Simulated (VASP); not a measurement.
# MoS3 (P-62m) in VASP: further runs

MoS3 is run at these levels: PBE; tasks: single point, relaxation of cell and atoms.

Everything below comes from runs of VASP 6.6.1. Logs are shortened: lines on timing, memory, paths and dates and some standing lists are left out, and cuts for length are marked.

**1. The cell of the first run**

The structure is hexagonal, space group P-62m (No. 189). The conventional cell has a = 6.712 Å, b = 6.712 Å, c = 2.895 Å, α = 90.00°, β = 90.00°, γ = 120.00°. Within 3.1 Å of Mo (site symmetry -62m) lie 6 S at 2.37 Å and 2 Mo at 2.89 Å. Within 3.1 Å of S (site symmetry m2m) lie 2 Mo at 2.37 Å and 2 S at 2.89 Å.

The cell was generated, and may not be a known phase.

**2. Single point, PBE**

Input file INCAR:

```
SYSTEM = MoS3
ALGO = Normal ; EDIFF = 1E-6
ENCUT = 520 ; GGA = PE
ISIF = 2 ; ISMEAR = 0
LASPH = .True. ; LCHARG = .False.
LREAL = .False. ; LWAVE = .False.
NBANDS = 24 ; NELM = 60
PREC = Accurate ; SIGMA = 0.1
```

Input file KPOINTS:

```
k-points
0
Gamma
  3 3 6
  0 0 0
```

Input file POSCAR:

```
MoS3
1.0
    6.7117245548      0.0000000000      0.0000000000
   -3.3558622774      5.8125239677      0.0000000000
    0.0000000000      0.0000000000      2.8947571331
Mo S
1 3
Direct
    0.0000000000      0.0000000000      0.0000000000
    0.7203705611      0.0000000000      0.5000000000
    0.0000000000      0.7203705611      0.5000000000
    0.2796294389      0.2796294389      0.5000000000
```

Potentials or basis: VASP PAW PBE potentials, release 64 (Mo_sv, S).

The run is started by

```sh
cat potpaw_PBE.64/Mo_sv/POTCAR potpaw_PBE.64/S/POTCAR > POTCAR
mpirun -np 1 vasp_std > vasp.out
```

OUTCAR:

```text
SYSTEM = MoS3
   EDIFF = 1E-6
   ENCUT = 520
   GGA = PE
   ISIF = 2
   ISMEAR = 0
   LASPH = .True.
   LREAL = .False.
   NELM = 60
   PREC = Accurate

 ion  position               nearest neighbor table
   1  0.000  0.000  0.000-   2 2.37   2 2.37   4 2.37   3 2.37   3 2.37   4 2.37
   2  0.720  0.000  0.500-   1 2.37   1 2.37
   3  0.000  0.720  0.500-   1 2.37   1 2.37
   4  0.280  0.280  0.500-   1 2.37   1 2.37

  LATTYP: Found a hexagonal cell.
 ALAT       =     6.7117245548
 C/A-ratio  =     0.4312985596

  Lattice vectors:

 A1 = (   6.7117245548,   0.0000000000,   0.0000000000)
 A2 = (  -3.3558622774,   5.8125239677,   0.0000000000)
 A3 = (   0.0000000000,   0.0000000000,   2.8947571331)

Analysis of symmetry for initial positions (statically):
=====================================================================
 Subroutine PRICEL returns:
 Original cell was already a primitive cell.

 Routine SETGRP: Setting up the symmetry group for a
 hexagonal supercell.

 Subroutine GETGRP returns: Found 12 space group operations
 (whereof 12 operations were pure point group operations)
 out of a pool of 24 trial point group operations.

The static configuration has the point symmetry D_3h.

Analysis of symmetry for dynamics (positions and initial velocities):
=====================================================================
 Subroutine PRICEL returns:
 Original cell was already a primitive cell.

 Routine SETGRP: Setting up the symmetry group for a
 hexagonal supercell.

 Subroutine GETGRP returns: Found 12 space group operations
 (whereof 12 operations were pure point group operations)
 out of a pool of 24 trial point group operations.

The dynamic configuration has the point symmetry D_3h.

 Subroutine INISYM returns: Found 12 space group operations
 (whereof 12 operations are pure point group operations),
 and found     1 'primitive' translations

----------------------------------------------------------------------------------------

                                     Primitive cell

  volume of cell :     112.9304

  direct lattice vectors                    reciprocal lattice vectors
     6.711724555  0.000000000  0.000000000     0.148993003  0.086021151  0.000000000
    -3.355862277  5.812523968  0.000000000     0.000000000  0.172042301  0.000000000
     0.000000000  0.000000000  2.894757133     0.000000000  0.000000000  0.345452124

  length of vectors
     6.711724555  6.711724555  2.894757133     0.172042301  0.172042301  0.345452124

  position of ions in fractional coordinates (direct lattice)
     0.000000000  0.000000000  0.000000000
     0.720370561  0.000000000  0.500000000
     0.000000000  0.720370561  0.500000000
     0.279629439  0.279629439  0.500000000

  ion indices of the primitive-cell ions
   primitive index   ion index
                 1           1
                 2           2
                 3           3
                 4           4

----------------------------------------------------------------------------------------

 KPOINTS: k-points

Automatic generation of k-mesh.
 Grid dimensions read from file:
 generate k-points for:    3    3    6

 Generating k-lattice:

  Cartesian coordinates                     Fractional coordinates (reciprocal lattice)
     0.049664334  0.028673717  0.000000000     0.333333333 -0.000000000  0.000000000
     0.000000000  0.057347434  0.000000000     0.000000000  0.333333333  0.000000000
     0.000000000  0.000000000  0.057575354     0.000000000  0.000000000  0.166666667

  Length of vectors
     0.057347434  0.057347434  0.057575354

  Shift w.r.t. Gamma in fractional coordinates (k-lattice)
     0.000000000  0.000000000  0.000000000

 Subroutine IBZKPT returns following result:
 ===========================================

 Found     12 irreducible k-points:

 Following reciprocal coordinates:
            Coordinates               Weight
  0.000000  0.000000  0.000000      1.000000
  0.333333  0.000000  0.000000      6.000000
  0.333333  0.333333  0.000000      2.000000
  0.000000  0.000000  0.166667      2.000000
  0.333333  0.000000  0.166667     12.000000
  0.333333  0.333333  0.166667      4.000000
  0.000000  0.000000  0.333333      2.000000
  0.333333  0.000000  0.333333     12.000000
  0.333333  0.333333  0.333333      4.000000
  0.000000  0.000000  0.500000      1.000000
  0.333333  0.000000  0.500000      6.000000
  0.333333  0.333333  0.500000      2.000000
   k-points           NKPTS =     12   k-points in BZ     NKDIM =     12   number of bands    NBANDS=     24
   number of dos      NEDOS =    301   number of ions     NIONS =      4
   total plane-waves  NPLWV =  60000
   dimension x,y,z NGX =    50 NGY =   50 NGZ =   24
   dimension x,y,z NGXF=   100 NGYF=  100 NGZF=   48
   ions per type =               1   3
   NGX,Y,Z   is equivalent  to a cutoff of  12.38, 12.38, 13.78 a.u.
   NGXF,Y,Z  is equivalent  to a cutoff of  24.77, 24.77, 27.57 a.u.
 SYSTEM =  MoS3
   PREC   = accura    normal or accurate (medium, high low for compatibility)
   ISTART =      0    job   : 0-new  1-cont  2-samecut
   ICHARG =      2    charge: 1-file 2-atom 10-const
   ISPIN  =      1    spin polarized calculation?
   LNONCOLLINEAR =      F non collinear calculations
   LSORBIT =      F    spin-orbit coupling
   LASPH  =      T    aspherical Exc in radial PAW
   ENCUT  =  520.0 eV  38.22 Ry    6.18 a.u.  12.48 12.48  5.38*2*pi/ulx,y,z
   NELM   =     60;   NELMIN=  2; NELMDL= -5     # of ELM steps
   EDIFF  = 0.1E-05   stopping-criterion for ELM
   LREAL  =      F    real-space projection
   EDIFFG = 0.1E-04   stopping-criterion for IOM
   NSW    =      0    number of steps for IOM
   IBRION =     -1    ionic relax: 0-MD 1-quasi-New 2-CG
   NFREE  =      0    steps in history (QN), initial steepest desc. (CG)
   ISIF   =      2    stress and relaxation
   ISYM   =      2    0-nonsym 1-usesym 2-fastsym
   POTIM  = 0.5000    time-step for ionic-motion
   TEBEG  =    0.0;   TEEND  =   0.0 temperature during run
   PSTRESS=    0.0 pullay stress
   NELECT =      32.0000    total number of electrons
   NUPDOWN=      -1.0000    fix difference up-down
   EMIN   =  10.00;   EMAX   =-10.00  energy-range for DOS
   EFERMI =   0.00;   METHOD = LEGACY
   ISMEAR =     0;   SIGMA  =   0.10  broadening in eV -4-tet -1-fermi 0-gaus
   EFERMI_NEDOS =   21; number of points for ismear=-14 and -15
   IALGO  =     38    algorithm
   IMIX   =      4    mixing-type and parameters
     AMIX     =   0.40;   BMIX     =  1.00
     AMIX_MAG =   1.60;   BMIX_MAG =  1.00
  volume/ion in A,a.u.               =      28.23       190.52
  Fermi-wavevector in a.u.,A,eV,Ry     =   1.075279  2.031983 15.731394  1.156225
  Thomas-Fermi vector in A             =   2.211131
   LORBIT       =      0    0 simple, 1 ext, 2 COOP (PROOUT), +10 PAW based schemes
   GGA     = PE    functional components
   LHFCALC =     F    Hartree Fock is set to
   AEXX    =    0.0000 exact exchange contribution
   IVDW    =     0    specifies the selected vdW correction
   LEPSILON=     F    determine dielectric tensor
   LRPA    =     F    only Hartree local field effects (RPA)
 non-spin polarized calculation
 Gauss-broadening in eV      SIGMA  =   0.10
  energy-cutoff  :      520.00
  volume of cell :      112.93
 maximum number of plane-waves:      3107
 NGX is ok and might be reduce to    50
   NGX = 25   NGY = 25   NGZ = 11

 number of electron      31.9999999 magnetization

 Free energy of the ion-electron system (eV)
  ---------------------------------------------------
  ext. energy  EPLUGINS =         0.00000000
  ---------------------------------------------------
  free energy    TOTEN  =       -24.67798180 eV

  energy without entropy =      -24.66819320  energy(sigma->0) =      -24.67308750

 E-fermi :   2.2107     XC(G=0):  -8.0505

 val. band max:        2.0982575150   @ k =   0.3333   0.0000   0.5000
 cond. band min:       2.2173676672   @ k =   0.3333   0.3333   0.5000
 fundamental gap:      0.1191101522
 Fermi energy:         2.2106500043

 k-point     1 :       0.0000    0.0000    0.0000
  band No.  band energies     occupation
      1     -59.6517      2.00000
      2     -33.7973      2.00000
      3     -33.7973      2.00000
      4     -33.4140      2.00000
      5     -11.5845      2.00000
      6     -10.4717      2.00000
[... 16 lines left out ...]
     23       9.9833      0.00000
     24       9.9833      0.00000

 k-point     2 :       0.3333    0.0000    0.0000
  band No.  band energies     occupation
      1     -59.6517      2.00000
      2     -33.7973      2.00000
      3     -33.7973      2.00000
      4     -33.4140      2.00000
      5     -11.5311      2.00000
      6     -10.5281      2.00000
[... 16 lines left out ...]
     23       9.4039      0.00000
     24       9.9738      0.00000

 k-point     3 :       0.3333    0.3333    0.0000
  band No.  band energies     occupation
      1     -59.6517      2.00000
      2     -33.7973      2.00000
      3     -33.7973      2.00000
      4     -33.4140      2.00000
      5     -11.5022      2.00000
      6     -10.5293      2.00000
[... 16 lines left out ...]
     23       9.1417      0.00000
     24       9.1417      0.00000
[... 190 lines left out ...]
 k-point    11 :       0.3333    0.0000    0.5000
  band No.  band energies     occupation
      1     -59.5911      2.00000
      2     -34.0368      2.00000
      3     -33.7112      2.00000
      4     -33.7112      2.00000
      5      -9.6600      2.00000
      6      -9.6300      2.00000
[... 16 lines left out ...]
     23       8.8186      0.00000
     24       9.7483      0.00000

 k-point    12 :       0.3333    0.3333    0.5000
  band No.  band energies     occupation
      1     -59.5911      2.00000
      2     -34.0368      2.00000
      3     -33.7112      2.00000
      4     -33.7112      2.00000
      5      -9.6564      2.00000
      6      -9.6564      2.00000
[... 16 lines left out ...]
     23       9.0096      0.00000
     24       9.0096      0.00000

------------------------ aborting loop because EDIFF is reached ----------------------------------------

  FORCE on cell =-STRESS in cart. coord.  units (eV):
  Direction    XX          YY          ZZ          XY          YZ          ZX
  --------------------------------------------------------------------------------------
  -------------------------------------------------------------------------------------
  Total       -0.0436922     -0.0436922     -0.0088967      0.0000000      0.0000000      0.0000000
  in kB       -0.6198736     -0.6198736     -0.1262206      0.0000000      0.0000000      0.0000000
  external PRESSURE =      -0.4553226 kB  Pullay stress =       0.0000000 kB

 VOLUME and BASIS-vectors are now :
 -----------------------------------------------------------------------------
  energy-cutoff  :      520.00
  volume of cell :      112.93
      direct lattice vectors                 reciprocal lattice vectors
     6.711724555  0.000000000  0.000000000     0.148993003  0.086021151  0.000000000
    -3.355862277  5.812523968  0.000000000     0.000000000  0.172042301  0.000000000
     0.000000000  0.000000000  2.894757133     0.000000000  0.000000000  0.345452124

 POSITION                                       TOTAL-FORCE (eV/Angst)
 -----------------------------------------------------------------------------------
      0.00000      0.00000      0.00000         0.000000      0.000000      0.000000
      4.83493      0.00000      1.44738         0.018792      0.000000     -0.000000
     -2.41746      4.18717      1.44738        -0.009396      0.016274      0.000000
      0.93840      1.62535      1.44738        -0.009396     -0.016274      0.000000
 -----------------------------------------------------------------------------------
    total drift:                                0.000000      0.000000     -0.000000

  FREE ENERGIE OF THE ION-ELECTRON SYSTEM (eV)
  ---------------------------------------------------
  free  energy   TOTEN  =       -24.6779818029 eV

  energy  without entropy=      -24.6681932019  energy(sigma->0) =      -24.67308750
```

Wall time 21 s (1 thread of AMD EPYC 9R45 (Zen 5), shared host); peak memory 0.21 GiB.

What came out:

| Item | Value |
| --- | --- |
| Free energy | -24.6780 eV |
| Pressure | 0.0 GPa |
| Largest force | 0.019 eV/Å |
| Band gap on the k mesh | 0.07 eV (least direct gap 0.07 eV) |

Forces in eV/Å, atoms in the order of the input:
```
Mo   0.000  0.000  0.000
S    0.019  0.000  0.000
S   -0.009  0.016  0.000
S   -0.009 -0.016  0.000
```

Caveat: the smearing spreads over this small gap; semilocal functionals underestimate gaps, and a narrow one can read as zero. A k mesh can miss the band edges.

**3. Relaxation of cell and atoms, PBE**

This run uses another cell than the first one, of 24.74 Å³/atom.

Input file INCAR:

```
PREC = Accurate
ENCUT = 600
EDIFF = 1E-7
ISMEAR = 0
SIGMA = 0.1
LREAL = False
LASPH = True
NELM = 60
ALGO = Normal
ISIF = 3
LWAVE = False
LCHARG = False
GGA = PE
IBRION = 2
NSW = 90
EDIFFG = -0.04
```

Input file KPOINTS:

```
regular mesh
0
Gamma
  3 3 6
```

Input file POSCAR:

```
MoS3
1.0
    6.2690322611      0.0000000000      0.0000000000
   -3.1345161305      5.4291411952      0.0000000000
    0.0000000000      0.0000000000      2.9080142747
Mo S
1 3
Direct
    0.0000000000      0.0000000000      0.0000000000
    0.7012667330      0.0000000000      0.5000000000
    0.0000000000      0.7012667330      0.5000000000
    0.2987332670      0.2987332670      0.5000000000
```

Potentials or basis: VASP PAW PBE potentials, release 64 (Mo_sv, S).

The run is started by

```sh
cat potpaw_PBE.64/Mo_sv/POTCAR potpaw_PBE.64/S/POTCAR > POTCAR
mpirun -np 1 vasp_std > vasp.out
```

Run time: 2 min. Hardware: 1 thread of AMD EPYC 9R45 (Zen 5), shared host; peak memory 0.22 GiB.

The run converged. Its results:

```yaml
Free_energy: -24.6716 eV
Relaxed_volume: 26.55 Å³/atom
Relaxed_cell: a = 6.508 Å, b = 6.508 Å, c = 2.895 Å, α = 90.00°, β = 90.00°, γ = 120.00°
Space_group_after_relaxing_to_0.1_Å: P-62m (No. 189)
Energy_gained_by_relaxing: 4.8 meV/atom
Ionic_steps: 9
Pressure_after_relaxing: 0.0 GPa
Largest_force_after_relaxing: 0.035 eV/Å
Band_gap_on_the_k_mesh: 0.01 eV (least direct gap 0.02 eV)
```

Forces in eV/Å, atoms in the order of the input:
```
Mo   0.000  0.000  0.000
S    0.035  0.000  0.000
S   -0.017  0.030  0.000
S   -0.017 -0.030  0.000
```

Step by step:
```
step  energy change (eV)  largest force (eV/Å)  pressure (GPa)  volume (Å³)
   1              0.0000                0.0483            0.06        98.98
   2             -0.0026                0.0550            0.34        99.10
   3             -0.0028                0.0571            0.42        99.13
   4             -0.0047                0.1357            0.03       100.03
   5             -0.0053                0.2109           -0.34       100.90
   6             -0.0063                0.2034           -0.33       101.13
   7             -0.0089                0.1809           -0.29       101.85
   8             -0.0132                0.1340           -0.20       103.29
   9             -0.0190                0.0346            0.03       106.19
```

Final structure:
```
Mo S
1.0
     6.50832    0.00000    0.00000
    -3.25416    5.63637    0.00000
     0.00000    0.00000    2.89482
Mo S
1 3
Direct
  0.00000 0.00000 0.00000
  0.71164 0.00000 0.50000
  0.00000 0.71164 0.50000
  0.28836 0.28836 0.50000
```

Levels at points of the mesh, in eV from the valence-band top:
```
           k point  band 13  band 14  band 15  band 16  band 17  band 18  band 19  band 20
(0.00, 0.00, 0.00)    -2.02    -2.00    -2.00    -1.49     0.87     2.05     2.05     3.80
(0.00, 0.00, 0.50)    -2.67    -0.66    -0.66    -0.55     0.25     0.25     2.24     4.09
```

Caveat: the smearing spreads over this small gap; semilocal functionals underestimate gaps, and a narrow one can read as zero.

The gap in the log of VASP goes by the Fermi energy; the results here count the filled bands.